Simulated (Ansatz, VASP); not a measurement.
# One calculation of Ge, two programs

The input INCAR:

```
PREC = Accurate ; ENCUT = 520
EDIFF = 1E-6 ; ISMEAR = 0
SIGMA = 0.15 ; LREAL = F
LASPH = T ; NELM = 100
ALGO = Normal ; ISIF = 2
LWAVE = F ; LCHARG = F
GGA = PE ; NBANDS = 21
```

File KPOINTS:

```
regular mesh
0
Gamma
  14 14 14
```

Contents of POSCAR:

```
Ge
1.0
    0.0000000000      2.9994680518      2.6566288535
    2.9994680518      0.0000000000      2.6566288535
    2.9994680518      2.9994680518      0.0000000000
Ge
2
Direct
    0.5000000000      0.5000000000      0.5000000000
    0.7500000000      0.7500000000      0.7500000000
```

Input for Ansatz:

```yaml
crystal:
  lattice:
    - [0.0, 2.9994680518, 2.6566288535]
    - [2.9994680518, 0.0, 2.6566288535]
    - [2.9994680518, 2.9994680518, 0.0]
  atoms:
    - { symbol: Ge, position: [0.5, 0.5, 0.5] }
    - { symbol: Ge, position: [0.75, 0.75, 0.75] }
basis:
  ecutwfc: 420
kpoints:
  mp_grid: { grid: [14, 14, 14] }
hamiltonian:
  xc: pbe
scf:
  occupations: { method: gaussian, width: 0.15 }
output:
  forces: true
  stress: true
  eigenvalues: true
```

Alike in both runs: task single point; functional PBE; k mesh 14 × 14 × 14; occupations gaussian, width 0.15 eV; no spin polarisation.

|  | VASP | Ansatz |
| --- | --- | --- |
| version | VASP 6.6.1 | Ansatz 0.2.0 |
| potentials or method | VASP PAW PBE potentials, release 64 (Ge_d), cutoff 520 eV | scalar-relativistic, plane waves, PAW |
| valence electrons in the cell | 28 | 28 |

```tsv
	VASP	Ansatz	Ansatz less VASP
gap on the k mesh at the Fermi level (eV)	none	none	-
pressure (GPa)	-0.2	0.0	+0.11
traceless stress, the component that is largest in VASP (GPa)	4.13	4.12	-0.010
```

A gap of «none» marks a metal or a gap that the smearing closes.
